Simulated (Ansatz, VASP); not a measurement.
# One calculation of HCl, two programs

```
H Cl
1.0
     0.00000    3.40819    3.40834
     1.53041    0.00000    3.40834
     1.53041    3.40819    0.00000
H Cl
1 1
Direct
  0.00000 0.00000 0.00000
  0.50000 0.50000 0.50000
```

Alike in both runs: task single point; functional PBEsol; k mesh 6 × 6 × 6; no spin polarisation.

|  | VASP | Ansatz |
| --- | --- | --- |
| version | VASP 6.6.1 | Ansatz 0.2.0 |
| potentials or method | VASP PAW PBE potentials, release 64 (H, Cl) | plane waves, PAW |
| plane-wave cutoff (eV) | 520 | 420 |
| occupations | gaussian, width 0.01 eV | fixed |
| valence electrons in the cell | 8 | 8 |

|  | VASP | Ansatz | Ansatz less VASP |
| --- | --- | --- | --- |
| gap on the k mesh at the Fermi level (eV) | 2.61 | 2.56 | -0.053 |
| pressure (GPa) | 0.6 | 0.8 | +0.19 |
| traceless stress, the component that is largest in VASP (GPa) | 0.06 | 0.27 | +0.205 |

VASP's potentials were made for PBE, not for PBEsol. Ansatz's warnings: near symmetry operations not taken.
